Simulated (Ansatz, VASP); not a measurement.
**Two plane-wave programs on AlN**

Contents of POSCAR:

```
AlN
1.0
    3.2923469533      0.0000000000      0.0000000000
   -1.6461734767      2.8512560996      0.0000000000
    0.0000000000      0.0000000000      4.1369585597
Al N
2 2
Direct
    0.3333333333      0.6666666667      0.2500000000
    0.6666666667      0.3333333333      0.7500000000
    0.6666666667      0.3333333333      0.2500000000
    0.3333333333      0.6666666667      0.7500000000
```

The input INCAR.step1:

```
SYSTEM = AlN
  ALGO = Normal
  EDIFF = 1E-4
  ENCUT = 520
  GGA = PE
  ISMEAR = 0
  LASPH = .True.
  LCHARG = .False.
  LREAL = .False.
  LWAVE = .True.
  NBANDS = 16
  NELM = 100
  PREC = Accurate
  SIGMA = 0.01
```

INCAR.step2

```
SYSTEM = AlN
  ALGO = Normal
  EDIFF = 1E-6
  ENCUT = 520
  ISIF = 2
  ISMEAR = 0
  ISTART = 1
  LASPH = .True.
  LCHARG = .False.
  LMIXTAU = .True.
  LREAL = .False.
  LWAVE = .False.
  METAGGA = R2SCAN
  NBANDS = 16
  NELM = 100
  PREC = Accurate
  SIGMA = 0.01
```

KPOINTS

```
k-points
0
Gamma
  12 12 6
  0 0 0
```

Input for Ansatz:

```yaml
crystal:
  lattice:
    - [3.2923469533, 0.0, 0.0]
    - [-1.6461734767, 2.8512560996, 0.0]
    - [0.0, 0.0, 4.1369585597]
  atoms:
    - { symbol: Al, position: [0.3333333333, 0.6666666667, 0.25] }
    - { symbol: Al, position: [0.6666666667, 0.3333333333, 0.75] }
    - { symbol: "N", position: [0.6666666667, 0.3333333333, 0.25] }
    - { symbol: "N", position: [0.3333333333, 0.6666666667, 0.75] }
kpoints:
  mp_grid: { grid: [12, 12, 6] }
  band_path:
    path:
      - [0.0, 0.0, 0.0]
      - [0.5, 0.0, 0.0]
      - [0.3333333333, 0.3333333333, 0.0]
      - [0.0, 0.0, 0.5]
      - [0.5, 0.0, 0.5]
      - [0.3333333333, 0.3333333333, 0.5]
    npoints: 1
hamiltonian:
  xc: r2scan
scf:
  occupations: { method: fixed }
  n_extra_bands: 5
output:
  forces: true
  stress: true
  eigenvalues: true
  write_density: true
  write_potential: true
  elf: true
  volumetric_format: npy
```

Alike in both runs: task single point; functional r2SCAN; k mesh 12 × 12 × 6; no spin polarisation.

|  | VASP | Ansatz |
| --- | --- | --- |
| version | VASP 6.6.1 | Ansatz 0.2.0 |
| potentials or method | VASP PAW PBE potentials, release 64 (Al, N) | plane waves, PAW |
| plane-wave cutoff (eV) | 520 | 500 |
| occupations | gaussian, width 0.01 eV | fixed |
| valence electrons in the cell | 16 | 16 |

```tsv
	VASP	Ansatz	Ansatz less VASP
gap on the k mesh at the Fermi level (eV)	4.06	4.03	-0.031
pressure (GPa)	-0.6	0.0	+0.58
traceless stress, the component that is largest in VASP (GPa)	-0.24	0.00	+0.233
```

VASP's potentials were made for PBE, not for r2SCAN.
